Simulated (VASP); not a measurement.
# HgTe in VASP: further runs, part 2 of 2

VASP 6.6.1. Earlier steps stand in the parts before.

## 5. Single point, r2SCAN (strain +2.0%)

POSCAR

```
HgTe
1.0
    0.0000000000      3.3549410466      3.3549410466
    3.3549410466      0.0000000000      3.3549410466
    3.3549410466      3.3549410466      0.0000000000
Hg Te
1 1
Direct
    0.0000000000      0.0000000000      0.0000000000
    0.2500000000      0.2500000000      0.2500000000
```

INCAR.step1

```
ALGO = Normal
EDIFF = 1E-4
ENCUT = 520
GGA = PE
ISMEAR = -1
LASPH = T
LCHARG = F
LREAL = F
LWAVE = T
NBANDS = 16
NELM = 80
PREC = Accurate
SIGMA = 0.02
```

INCAR.step2

```
ALGO = Normal
EDIFF = 1E-6
ENCUT = 520
ISIF = 2
ISMEAR = -1
ISTART = 1
LASPH = T
LCHARG = F
LMIXTAU = T
LREAL = F
LWAVE = F
METAGGA = R2SCAN
NBANDS = 16
NELM = 80
PREC = Accurate
SIGMA = 0.02
```

KPOINTS

```
k-points
0
Gamma
  6 6 6
```

Potentials or basis: VASP PAW PBE potentials, release 64 (Hg, Te).

Launch:

```console
> cat potpaw_PBE.64/Hg/POTCAR potpaw_PBE.64/Te/POTCAR > POTCAR
> cp INCAR.step1 INCAR
> mpirun -np 1 vasp_std > vasp.out
> cp INCAR.step2 INCAR
> mpirun -np 1 vasp_std > vasp.out
```

OUTCAR:

```text
EDIFF = 1E-6
   ENCUT = 520
   ISIF = 2
   ISMEAR = -1
   ISTART = 1
   LASPH = T
   LREAL = F
   METAGGA = R2SCAN
   NELM = 80
   PREC = Accurate

 ion  position               nearest neighbor table
   1  0.000  0.000  0.000-   2 2.91   2 2.91   2 2.91   2 2.91
   2  0.250  0.250  0.250-   1 2.91   1 2.91   1 2.91   1 2.91

  LATTYP: Found a face centered cubic cell.
 ALAT       =     6.7098820932

  Lattice vectors:

 A1 = (   0.0000000000,   3.3549410466,   3.3549410466)
 A2 = (   3.3549410466,   0.0000000000,   3.3549410466)
 A3 = (   3.3549410466,   3.3549410466,   0.0000000000)

Analysis of symmetry for initial positions (statically):
=====================================================================
 Subroutine PRICEL returns:
 Original cell was already a primitive cell.

 Routine SETGRP: Setting up the symmetry group for a
 face centered cubic supercell.

 Subroutine GETGRP returns: Found 24 space group operations
 (whereof 24 operations were pure point group operations)
 out of a pool of 48 trial point group operations.

The static configuration has the point symmetry T_d .

[... 148 lines left out ...]
  energy without entropy =      -75.12565742  energy(sigma->0) =      -75.12583431

 E-fermi :   1.7589     XC(G=0):  -8.7849

 val. band max:        1.7450572531   @ k =   0.0000   0.0000   0.0000
 cond. band min:       2.6243262186   @ k =   0.1667   0.0000   0.0000
 fundamental gap:      0.8792689655
 Fermi energy:         1.7589224332

 k-point     1 :       0.0000    0.0000    0.0000
  band No.  band energies     occupation
      1      -9.8926      2.00000
      2      -5.2939      2.00000
      3      -5.2939      2.00000
      4      -5.2939      2.00000
      5      -4.8556      2.00000
      6      -4.8556      2.00000
[... 281 lines left out ...]
      3      -5.0645      2.00000
      4      -4.9450      2.00000
      5      -4.8386      2.00000
      6      -4.4044      2.00000
[... 8 lines left out ...]
     15      12.8368      0.00000
     16      13.1188      0.00000

------------------------ aborting loop because EDIFF is reached ----------------------------------------

  FORCE on cell =-STRESS in cart. coord.  units (eV):
  Direction    XX          YY          ZZ          XY          YZ          ZX
  --------------------------------------------------------------------------------------
  -------------------------------------------------------------------------------------
  Total       -0.9550798     -0.9550798     -0.9550798     -0.0000000      0.0000000     -0.0000000
  in kB      -20.2612181    -20.2612181    -20.2612181     -0.0000000      0.0000000     -0.0000000
  external PRESSURE =     -20.2612181 kB  Pullay stress =       0.0000000 kB

 VOLUME and BASIS-vectors are now :
 -----------------------------------------------------------------------------
  energy-cutoff  :      520.00
  volume of cell :       75.52
      direct lattice vectors                 reciprocal lattice vectors
     0.000000000  3.354941047  3.354941047    -0.149033915  0.149033915  0.149033915
     3.354941047  0.000000000  3.354941047     0.149033915 -0.149033915  0.149033915
     3.354941047  3.354941047  0.000000000     0.149033915  0.149033915 -0.149033915

 POSITION                                       TOTAL-FORCE (eV/Angst)
 -----------------------------------------------------------------------------------
      0.00000      0.00000      0.00000        -0.000000     -0.000000     -0.000000
      1.67747      1.67747      1.67747         0.000000      0.000000      0.000000
 -----------------------------------------------------------------------------------
    total drift:                               -0.000000     -0.000000     -0.000000

  FREE ENERGIE OF THE ION-ELECTRON SYSTEM (eV)
  ---------------------------------------------------
  free  energy   TOTEN  =       -75.1260112115 eV

  energy  without entropy=      -75.1256574172  energy(sigma->0) =      -75.12583431
```

OUTCAR.step1:

```text
EDIFF = 1E-4
   ENCUT = 520
   GGA = PE
   ISMEAR = -1
   LASPH = T
   LREAL = F
[... 511 lines left out ...]
 -----------------------------------------------------------------------------------
      0.00000      0.00000      0.00000         0.000000      0.000000      0.000000
      1.67747      1.67747      1.67747        -0.000000     -0.000000     -0.000000
 -----------------------------------------------------------------------------------
    total drift:                                0.000000      0.000000      0.000000

  FREE ENERGIE OF THE ION-ELECTRON SYSTEM (eV)
  ---------------------------------------------------
  free  energy   TOTEN  =        -3.6376327089 eV

  energy  without entropy=       -3.6372788563  energy(sigma->0) =       -3.63745578
```

It took 41 s on 1 thread of Intel Xeon Platinum 8488C (Sapphire Rapids), shared host; peak memory 0.22 GiB.

What came out:

```yaml
Free_energy: -75.1260 eV
Pressure: -2.0 GPa
Band_gap_on_the_k_mesh: zero (filled and empty bands touch)
```

Levels at points of the mesh, in eV from the Fermi level:
| k point | band 7 | band 8 | band 9 | band 10 | band 11 | band 12 |
| --- | --- | --- | --- | --- | --- | --- |
| (0.00, 0.00, 0.00) | -0.71 | -0.01 | -0.01 | -0.01 | 4.75 | 4.75 |
| (0.50, 0.00, 0.00) | -4.94 | -0.82 | -0.82 | 0.91 | 5.47 | 5.47 |
| (0.50, 0.50, 0.00) | -4.99 | -1.91 | -1.91 | 2.07 | 3.00 | 8.26 |

Caveat: the cell differs from its parent crystal (strain +2.0%); semilocal functionals underestimate gaps, and a narrow one can read as zero; the PAW data sets were made with another functional, which shifts forces and pressure a little; spin-orbit coupling is left out, which moves the levels of the heavy elements.

## 6. Single point, PBE (shear xy strain +0.5%)

INCAR

```
  PREC = Accurate
  ENCUT = 520
  EDIFF = 1E-6
  ISMEAR = -1
  SIGMA = 0.02
  LREAL = F
  LASPH = T
  NELM = 60
  ALGO = Normal
  ISIF = 2
  LWAVE = F
  LCHARG = F
  GGA = PE
  NBANDS = 16
```

KPOINTS

```
regular mesh
0
Gamma
  6 6 6
```

POSCAR

```
HgTe
1.0
    0.0082228947      3.2891578888      3.2891578888
    3.2891578888      0.0082228947      3.2891578888
    3.2973807835      3.2973807835      0.0000000000
Hg Te
1 1
Direct
    0.0005278108      0.0005278108     -0.0005278108
    0.2494721892      0.2494721892      0.2505278108
```

Potentials or basis: VASP PAW PBE potentials, release 64 (Hg, Te).

Launch:

```console
> cat potpaw_PBE.64/Hg/POTCAR potpaw_PBE.64/Te/POTCAR > POTCAR
> mpirun -np 1 vasp_std > vasp.out
```

It took 38 s on 1 thread of Intel Xeon Platinum 8488C (Sapphire Rapids), shared host; peak memory 0.23 GiB.

It converged, with:

- Free energy: -3.6306 eV
- Pressure: 1.3 GPa
- Band gap on the k mesh: 0.01 eV

Stress tensor (GPa, compression positive):
```
 1.33 -0.09  0.00
-0.09  1.33  0.00
 0.00  0.00  1.33
```

Levels at points of the mesh, in eV from the valence-band top:
| k point | band 7 | band 8 | band 9 | band 10 | band 11 | band 12 |
| --- | --- | --- | --- | --- | --- | --- |
| (0.00, 0.00, 0.00) | -0.85 | -0.01 | 0.00 | 0.01 | 4.30 | 4.32 |
| (0.50, 0.00, 0.00) | -5.15 | -0.90 | -0.88 | 0.68 | 5.07 | 5.07 |
| (0.50, 0.50, 0.00) | -5.16 | -2.08 | -2.04 | 1.91 | 2.63 | 8.03 |
| (0.00, 0.00, 0.50) | -5.16 | -0.89 | -0.87 | 0.72 | 5.09 | 5.09 |
| (0.50, 0.00, 0.50) | -5.16 | -2.06 | -2.06 | 1.91 | 2.62 | 8.03 |

Caveat: the cell differs from its parent crystal (shear xy strain +0.5%); the smearing spreads over this small gap; spin-orbit coupling is left out, which moves the levels of the heavy elements.

## 7. Overview

| level | cell | gap on the mesh (eV) | pressure (GPa) |
| --- | --- | --- | --- |
| PBE | a = 4.652 Å, angles 60.0°, 2 atoms, atomic positions A | none | 1.3 |
| PBE | a = 4.745 Å, angles 60.0°, 2 atoms, atomic positions A | none | -0.8 |
| r2SCAN | a = 4.652 Å, angles 60.0°, 2 atoms, atomic positions A | none | 0.0 |
| r2SCAN | a = 4.745 Å, angles 60.0°, 2 atoms, atomic positions A | none | -2.0 |
| PBE | a = 4.652, b = 4.652, c = 4.663 Å, angles 59.9, 59.9, 59.8°, 2 atoms, atomic positions B | 0.01 | 1.3 |

Alike in all rows: task single point; potentials or basis VASP PAW PBE potentials, release 64 (Hg, Te); no spin polarisation; k mesh 6 × 6 × 6; cutoff (eV) 520; smearing fermi-dirac 0.02 eV.

Caveats: spin-orbit coupling is left out, which moves the levels of the heavy elements; semilocal functionals underestimate gaps, and a narrow one can read as zero (at least some runs); the PAW data sets were made with another functional, which shifts forces and pressure a little (at least some runs); the smearing spreads over this small gap (at least some runs).

Total energies depend on the potentials used, so only differences within one code and one set of settings carry meaning.

The gap in the log of VASP goes by the Fermi energy; the results here count the filled bands.